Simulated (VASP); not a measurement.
# Bi (Im-3m) in VASP: a series of runs

Runs on Bi. Level: BLYP. Tasks: single point.

Program: VASP 6.6.1. These are calculated values, not measurements. Logs are shortened: lines on timing, memory, paths and dates and some standing lists are left out, and cuts for length are marked.

**1. The cell of the first run**

It takes space group Im-3m (No. 229, cubic). The conventional cell has a = 3.909 Å, b = 3.909 Å, c = 3.909 Å, α = 90.00°, β = 90.00°, γ = 90.00°. Bi (site symmetry m-3m) has 14 Bi at 3.39 to 3.91 Å within 4.5 Å.

**2. Single point, BLYP**

INCAR

```
AGGAC = 1.0 ; AGGAX = 1.0
ALDAC = 0.0 ; ALDAX = 1.0
ALGO = Normal ; EDIFF = 1E-6
ENCUT = 520 ; GGA = B5
ISIF = 2 ; ISMEAR = -1
LASPH = T ; LCHARG = F
LREAL = F ; LWAVE = F
NBANDS = 14 ; NELM = 80
PREC = Accurate ; SIGMA = 0.05
```

KPOINTS

```
k-points
0
Gamma
  9 9 9
```

POSCAR

```
Bi
1.0
   -1.9546511608      1.9546511608      1.9546511608
    1.9546511608     -1.9546511608      1.9546511608
    1.9546511608      1.9546511608     -1.9546511608
Bi
1
Direct
    0.0000000000      0.0000000000      0.0000000000
```

Potentials or basis: VASP PAW PBE potentials, release 64 (Bi_d).

Started as:

```bash
$ cat potpaw_PBE.64/Bi_d/POTCAR > POTCAR
$ mpirun -np 1 vasp_std > vasp.out
```

OUTCAR:

```text
EDIFF = 1E-6
   ENCUT = 520
   GGA = B5
   ISIF = 2
   ISMEAR = -1
   LASPH = T
   LREAL = F
   NELM = 80
   PREC = Accurate

 ion  position               nearest neighbor table
   1  0.000  0.000  0.000-

  LATTYP: Found a body centered cubic cell.
 ALAT       =     3.9093023216

  Lattice vectors:

 A1 = (  -1.9546511608,   1.9546511608,   1.9546511608)
 A2 = (   1.9546511608,  -1.9546511608,   1.9546511608)
 A3 = (   1.9546511608,   1.9546511608,  -1.9546511608)

Analysis of symmetry for initial positions (statically):
=====================================================================
 Subroutine PRICEL returns:
 Original cell was already a primitive cell.

 Routine SETGRP: Setting up the symmetry group for a
 body centered cubic supercell.

 Subroutine GETGRP returns: Found 48 space group operations
[... 9 lines left out ...]

 Routine SETGRP: Setting up the symmetry group for a
 body centered cubic supercell.

 Subroutine GETGRP returns: Found 48 space group operations
[... 11 lines left out ...]
                                     Primitive cell

  volume of cell :      29.8722

  direct lattice vectors                    reciprocal lattice vectors
    -1.954651161  1.954651161  1.954651161     0.000000000  0.255800119  0.255800119
     1.954651161 -1.954651161  1.954651161     0.255800119  0.000000000  0.255800119
     1.954651161  1.954651161 -1.954651161     0.255800119  0.255800119  0.000000000

  length of vectors
     3.385555122  3.385555122  3.385555122     0.361755998  0.361755998  0.361755998

  position of ions in fractional coordinates (direct lattice)
     0.000000000  0.000000000  0.000000000

  ion indices of the primitive-cell ions
   primitive index   ion index
                 1           1

----------------------------------------------------------------------------------------

 KPOINTS: k-points

Automatic generation of k-mesh.
 Grid dimensions read from file:
 generate k-points for:    9    9    9

 Generating k-lattice:

  Cartesian coordinates                     Fractional coordinates (reciprocal lattice)
     0.000000000  0.028422235  0.028422235     0.111111111  0.000000000  0.000000000
     0.028422235  0.000000000  0.028422235     0.000000000  0.111111111  0.000000000
     0.028422235  0.028422235  0.000000000     0.000000000  0.000000000  0.111111111

[... 45 lines left out ...]
   NGXF,Y,Z  is equivalent  to a cutoff of  27.50, 27.50, 27.50 a.u.
 SYSTEM =  unknown system
   PREC   = accura    normal or accurate (medium, high low for compatibility)
   ISTART =      0    job   : 0-new  1-cont  2-samecut
   ICHARG =      2    charge: 1-file 2-atom 10-const
   ISPIN  =      1    spin polarized calculation?
   LNONCOLLINEAR =      F non collinear calculations
   LSORBIT =      F    spin-orbit coupling
   LASPH  =      T    aspherical Exc in radial PAW
   ENCUT  =  520.0 eV  38.22 Ry    6.18 a.u.   6.29  6.29  6.29*2*pi/ulx,y,z
   NELM   =     80;   NELMIN=  2; NELMDL= -5     # of ELM steps
   EDIFF  = 0.1E-05   stopping-criterion for ELM
   LREAL  =      F    real-space projection
   EDIFFG = 0.1E-04   stopping-criterion for IOM
   NSW    =      0    number of steps for IOM
   IBRION =     -1    ionic relax: 0-MD 1-quasi-New 2-CG
[... 8 lines left out ...]
   EMIN   =  10.00;   EMAX   =-10.00  energy-range for DOS
   EFERMI =   0.00;   METHOD = LEGACY
   ISMEAR =    -1;   SIGMA  =   0.05  broadening in eV -4-tet -1-fermi 0-gaus
   EFERMI_NEDOS =   21; number of points for ismear=-14 and -15
   IALGO  =     38    algorithm
   IMIX   =      4    mixing-type and parameters
     AMIX     =   0.40;   BMIX     =  1.00
     AMIX_MAG =   1.60;   BMIX_MAG =  1.00
  volume/ion in A,a.u.               =      29.87       201.59
  Fermi-wavevector in a.u.,A,eV,Ry     =   1.301216  2.458941 23.036875  1.693163
  Thomas-Fermi vector in A             =   2.432364
   LORBIT       =      0    0 simple, 1 ext, 2 COOP (PROOUT), +10 PAW based schemes
   GGA     = B5    functional components
   LHFCALC =     F    Hartree Fock is set to
   AEXX    =    0.0000 exact exchange contribution
   IVDW    =     0    specifies the selected vdW correction
   LEPSILON=     F    determine dielectric tensor
   LRPA    =     F    only Hartree local field effects (RPA)
 non-spin polarized calculation
  energy-cutoff  :      520.00
  volume of cell :       29.87
 maximum number of plane-waves:       816
 NGX is ok and might be reduce to    28
   NGX = 13   NGY = 13   NGZ = 13

 number of electron      15.0000001 magnetization

 Free energy of the ion-electron system (eV)
  ---------------------------------------------------
  ext. energy  EPLUGINS =         0.00000000
  ---------------------------------------------------
  free energy    TOTEN  =        -2.88739088 eV

  energy without entropy =       -2.88344182  energy(sigma->0) =       -2.88541635

 E-fermi :   9.0357     XC(G=0):  -9.8611

 val. band max:        9.0015531046   @ k =   0.2222   0.0000   0.0000
 cond. band min:       9.0461071461   @ k =  -0.2222   0.2222   0.1111
 fundamental gap:      0.0445540415
 Fermi energy:         9.0357393969

 k-point     1 :       0.0000    0.0000    0.0000
  band No.  band energies     occupation
      1     -14.0700      2.00000
      2     -14.0700      2.00000
      3     -14.0700      2.00000
      4     -13.9177      2.00000
      5     -13.9177      2.00000
      6      -4.8930      2.00000
      7      14.1809      0.00000
      8      14.1809      0.00000
      9      14.1809      0.00000
     10      19.0299      0.00000
     11      19.6875      0.00000
     12      19.6875      0.00000
     13      19.6875      0.00000
     14      20.9605      0.00000
[... 377 lines left out ...]
      1     -14.0583      2.00000
      2     -14.0173      2.00000
      3     -13.9657      2.00000
      4     -13.9252      2.00000
      5     -13.8386      2.00000
      6      -1.2346      2.00000
      7       4.4432      2.00000
      8       8.0698      2.00000
      9      11.6543      0.00000
     10      16.7079      0.00000
     11      18.1637      0.00000
     12      19.2013      0.00000
     13      20.7211      0.00000
     14      26.9479      0.00000

 [... further k-points ...]
[... 5 lines left out ...]
  --------------------------------------------------------------------------------------
  -------------------------------------------------------------------------------------
  Total        1.5018881      1.5018881      1.5018881      0.0000000     -0.0000000      0.0000000
  in kB       80.5527519     80.5527519     80.5527519      0.0000000     -0.0000000      0.0000000
  external PRESSURE =      80.5527519 kB  Pullay stress =       0.0000000 kB

 VOLUME and BASIS-vectors are now :
 -----------------------------------------------------------------------------
  energy-cutoff  :      520.00
  volume of cell :       29.87
      direct lattice vectors                 reciprocal lattice vectors
    -1.954651161  1.954651161  1.954651161     0.000000000  0.255800119  0.255800119
     1.954651161 -1.954651161  1.954651161     0.255800119  0.000000000  0.255800119
     1.954651161  1.954651161 -1.954651161     0.255800119  0.255800119  0.000000000

 POSITION                                       TOTAL-FORCE (eV/Angst)
 -----------------------------------------------------------------------------------
      0.00000      0.00000      0.00000         0.000000      0.000000     -0.000000
 -----------------------------------------------------------------------------------
    total drift:                               -0.000000      0.000000      0.000000

  FREE ENERGIE OF THE ION-ELECTRON SYSTEM (eV)
  ---------------------------------------------------
  free  energy   TOTEN  =        -2.8873908819 eV

  energy  without entropy=       -2.8834418163  energy(sigma->0) =       -2.88541635
```

OSZICAR:

```text
N       E                     dE             d eps       ncg     rms          rms(c)
DAV:   1     0.121397342926E+03    0.12140E+03   -0.77403E+03   986   0.125E+03
DAV:   2     0.431673330806E+01   -0.11708E+03   -0.11272E+03  1052   0.350E+02
DAV:   3    -0.272656945565E+01   -0.70433E+01   -0.70187E+01  1226   0.825E+01
DAV:   4    -0.289322722632E+01   -0.16666E+00   -0.16662E+00  1246   0.134E+01
DAV:   5    -0.290063200135E+01   -0.74048E-02   -0.74046E-02  1424   0.262E+00    0.716E-01
DAV:   6    -0.288876074657E+01    0.11871E-01   -0.20275E-02  1302   0.220E+00    0.328E-01
DAV:   7    -0.288718710614E+01    0.15736E-02   -0.96906E-03  1572   0.147E+00    0.817E-02
DAV:   8    -0.288740751242E+01   -0.22041E-03   -0.82965E-04  1280   0.371E-01    0.137E-02
DAV:   9    -0.288739449601E+01    0.13016E-04   -0.31713E-05  1326   0.878E-02    0.536E-03
DAV:  10    -0.288739100445E+01    0.34916E-05   -0.37517E-06  1304   0.245E-02    0.823E-04
DAV:  11    -0.288739088190E+01    0.12255E-06   -0.12282E-07   784   0.445E-03
   1 F= -.28873909E+01 E0= -.28854163E+01  d E =-.394907E-02
```

Run time: 15 s. Hardware: 1 thread of AMD EPYC 9R45 (Zen 5), shared host; peak memory 0.13 GiB.

Results:

```yaml
Free_energy: -2.8874 eV
Pressure: 8.1 GPa
```

Caveat: the PAW data sets were made with another functional, which shifts forces and pressure a little; spin-orbit coupling is left out, which moves the levels of the heavy elements.

**3. Single point, BLYP**

This run uses another cell than the first one, of 30.49 Å³/atom, 1.021 times its volume.

INCAR

```
PREC = Accurate ; ENCUT = 520
EDIFF = 1E-6 ; ISMEAR = -1
SIGMA = 0.05 ; LREAL = False
LASPH = True ; NELM = 60
ALGO = Normal ; ISIF = 2
LWAVE = False ; LCHARG = True
GGA = B5 ; ALDAX = 1.0
AGGAX = 1.0 ; AGGAC = 1.0
ALDAC = 0.0 ; LELF = True
LVHAR = True ; NBANDS = 14
```

KPOINTS

```
regular mesh
0
Gamma
  9 9 9
```

POSCAR

```
Bi
1.0
   -1.9681319396      1.9681319396      1.9681319396
    1.9681319396     -1.9681319396      1.9681319396
    1.9681319396      1.9681319396     -1.9681319396
Bi
1
Direct
    0.0000000000      0.0000000000      0.0000000000
```

Potentials or basis: VASP PAW PBE potentials, release 64 (Bi_d).

Started as:

```bash
$ cat potpaw_PBE.64/Bi_d/POTCAR > POTCAR
$ mpirun -np 1 vasp_std > vasp.out
```

OUTCAR:

```text
PREC = Accurate
   ENCUT = 520
   EDIFF = 1E-6
   ISMEAR = -1
   LREAL = False
   LASPH = True
   NELM = 60
   ISIF = 2
   GGA = B5

 ion  position               nearest neighbor table
   1  0.000  0.000  0.000-

  LATTYP: Found a body centered cubic cell.
 ALAT       =     3.9362638792

  Lattice vectors:

 A1 = (  -1.9681319396,   1.9681319396,   1.9681319396)
 A2 = (   1.9681319396,  -1.9681319396,   1.9681319396)
 A3 = (   1.9681319396,   1.9681319396,  -1.9681319396)

Analysis of symmetry for initial positions (statically):
=====================================================================
 Subroutine PRICEL returns:
 Original cell was already a primitive cell.

 Routine SETGRP: Setting up the symmetry group for a
 body centered cubic supercell.

 Subroutine GETGRP returns: Found 48 space group operations
[... 9 lines left out ...]

 Routine SETGRP: Setting up the symmetry group for a
 body centered cubic supercell.

 Subroutine GETGRP returns: Found 48 space group operations
[... 11 lines left out ...]
                                     Primitive cell

  volume of cell :      30.4946

  direct lattice vectors                    reciprocal lattice vectors
    -1.968131940  1.968131940  1.968131940     0.000000000  0.254048009  0.254048009
     1.968131940 -1.968131940  1.968131940     0.254048009  0.000000000  0.254048009
     1.968131940  1.968131940 -1.968131940     0.254048009  0.254048009  0.000000000

  length of vectors
     3.408904515  3.408904515  3.408904515     0.359278139  0.359278139  0.359278139

  position of ions in fractional coordinates (direct lattice)
     0.000000000  0.000000000  0.000000000

  ion indices of the primitive-cell ions
   primitive index   ion index
                 1           1

----------------------------------------------------------------------------------------
[... 87 lines left out ...]
   IALGO  =     38    algorithm
   IMIX   =      4    mixing-type and parameters
     AMIX     =   0.40;   BMIX     =  1.00
     AMIX_MAG =   1.60;   BMIX_MAG =  1.00
  volume/ion in A,a.u.               =      30.49       205.79
  Fermi-wavevector in a.u.,A,eV,Ry     =   1.292303  2.442099 22.722372  1.670047
  Thomas-Fermi vector in A             =   2.424019
   LORBIT       =      0    0 simple, 1 ext, 2 COOP (PROOUT), +10 PAW based schemes
   GGA     = B5    functional components
   LHFCALC =     F    Hartree Fock is set to
   AEXX    =    0.0000 exact exchange contribution
   IVDW    =     0    specifies the selected vdW correction
   LEPSILON=     F    determine dielectric tensor
   LRPA    =     F    only Hartree local field effects (RPA)
 non-spin polarized calculation
  energy-cutoff  :      520.00
  volume of cell :       30.49
 maximum number of plane-waves:       836
 NGX is ok and might be reduce to    28
   NGX = 13   NGY = 13   NGZ = 13

 number of electron      14.9999994 magnetization

 Free energy of the ion-electron system (eV)
  ---------------------------------------------------
  ext. energy  EPLUGINS =         0.00000000
  ---------------------------------------------------
  free energy    TOTEN  =        -2.91598239 eV

  energy without entropy =       -2.91221812  energy(sigma->0) =       -2.91410026

 E-fermi :   8.7310     XC(G=0):  -9.7635

 val. band max:        8.6972764280   @ k =   0.2222   0.0000   0.0000
 cond. band min:       8.7365028480   @ k =  -0.2222   0.2222   0.1111
 fundamental gap:      0.0392264201
 Fermi energy:         8.7310426230

 k-point     1 :       0.0000    0.0000    0.0000
  band No.  band energies     occupation
      1     -14.3184      2.00000
      2     -14.3184      2.00000
      3     -14.3184      2.00000
      4     -14.1760      2.00000
      5     -14.1760      2.00000
      6      -5.0148      2.00000
      7      13.7583      0.00000
      8      13.7583      0.00000
      9      13.7583      0.00000
     10      18.4851      0.00000
     11      19.4177      0.00000
     12      19.4177      0.00000
     13      19.4177      0.00000
     14      20.5549      0.00000
[... 377 lines left out ...]
      1     -14.3069      2.00000
      2     -14.2682      2.00000
      3     -14.2206      2.00000
      4     -14.1826      2.00000
      5     -14.1018      2.00000
      6      -1.4908      2.00000
      7       4.2807      2.00000
      8       7.8227      2.00000
      9      11.3134      0.00000
     10      16.3665      0.00000
     11      17.8157      0.00000
     12      18.8710      0.00000
     13      20.3421      0.00000
     14      26.5316      0.00000

 [... further k-points ...]
[... 5 lines left out ...]
  --------------------------------------------------------------------------------------
  -------------------------------------------------------------------------------------
  Total        1.2409133      1.2409133      1.2409133     -0.0000000     -0.0000000      0.0000000
  in kB       65.1972704     65.1972704     65.1972704     -0.0000000     -0.0000000      0.0000000
  external PRESSURE =      65.1972704 kB  Pullay stress =       0.0000000 kB

 VOLUME and BASIS-vectors are now :
 -----------------------------------------------------------------------------
  energy-cutoff  :      520.00
  volume of cell :       30.49
      direct lattice vectors                 reciprocal lattice vectors
    -1.968131940  1.968131940  1.968131940     0.000000000  0.254048009  0.254048009
     1.968131940 -1.968131940  1.968131940     0.254048009  0.000000000  0.254048009
     1.968131940  1.968131940 -1.968131940     0.254048009  0.254048009  0.000000000

 POSITION                                       TOTAL-FORCE (eV/Angst)
 -----------------------------------------------------------------------------------
      0.00000      0.00000      0.00000         0.000000      0.000000      0.000000
 -----------------------------------------------------------------------------------
    total drift:                                0.000000      0.000000      0.000000

  FREE ENERGIE OF THE ION-ELECTRON SYSTEM (eV)
  ---------------------------------------------------
  free  energy   TOTEN  =        -2.9159823902 eV

  energy  without entropy=       -2.9122181214  energy(sigma->0) =       -2.91410026
```

OSZICAR:

```text
N       E                     dE             d eps       ncg     rms          rms(c)
DAV:   1     0.115327171023E+03    0.11533E+03   -0.78251E+03  1004   0.124E+03
DAV:   2     0.351748236781E+01   -0.11181E+03   -0.10844E+03  1064   0.336E+02
DAV:   3    -0.277798671677E+01   -0.62955E+01   -0.62770E+01  1238   0.792E+01
DAV:   4    -0.292368874019E+01   -0.14570E+00   -0.14567E+00  1266   0.127E+01
DAV:   5    -0.292935324441E+01   -0.56645E-02   -0.56644E-02  1390   0.222E+00    0.698E-01
DAV:   6    -0.291723931383E+01    0.12114E-01   -0.20233E-02  1298   0.223E+00    0.314E-01
DAV:   7    -0.291575624851E+01    0.14831E-02   -0.94193E-03  1550   0.145E+00    0.826E-02
DAV:   8    -0.291599464801E+01   -0.23840E-03   -0.76833E-04  1256   0.342E-01    0.121E-02
DAV:   9    -0.291598559032E+01    0.90577E-05   -0.22848E-05  1260   0.683E-02    0.560E-03
DAV:  10    -0.291598245063E+01    0.31397E-05   -0.34560E-06  1304   0.249E-02    0.772E-04
DAV:  11    -0.291598239022E+01    0.60404E-07   -0.12624E-07   772   0.498E-03
   1 F= -.29159824E+01 E0= -.29141003E+01  d E =-.376427E-02
```

stdout:

```text
POSCAR found type information on POSCAR Bi
 POSCAR found :  1 types and       1 ions
 scaLAPACK will be used
 -----------------------------------------------------------------------------
|                                                                             |
|                                                                             |
|     You enforced a specific xc type in the INCAR file but a different       |
|     I HOPE YOU KNOW WHAT YOU ARE DOING!                                     |
|                                                                             |
 -----------------------------------------------------------------------------

 LDA part: xc-table for (Slater(with rela. corr.)+VWN5), standard interpolation
 POSCAR, INCAR and KPOINTS ok, starting setup
 FFT: planning ... GRIDC
 FFT: planning ... GRID_SOFT
 FFT: planning ... GRID
 WAVECAR not read
 entering main loop
```

Run time: 16 s. Hardware: 1 thread of AMD EPYC 9R45 (Zen 5), shared host; peak memory 0.12 GiB.

Results:

```yaml
Free_energy: -2.9160 eV
Pressure: 6.5 GPa
```

Caveat: the PAW data sets were made with another functional, which shifts forces and pressure a little; spin-orbit coupling is left out, which moves the levels of the heavy elements.
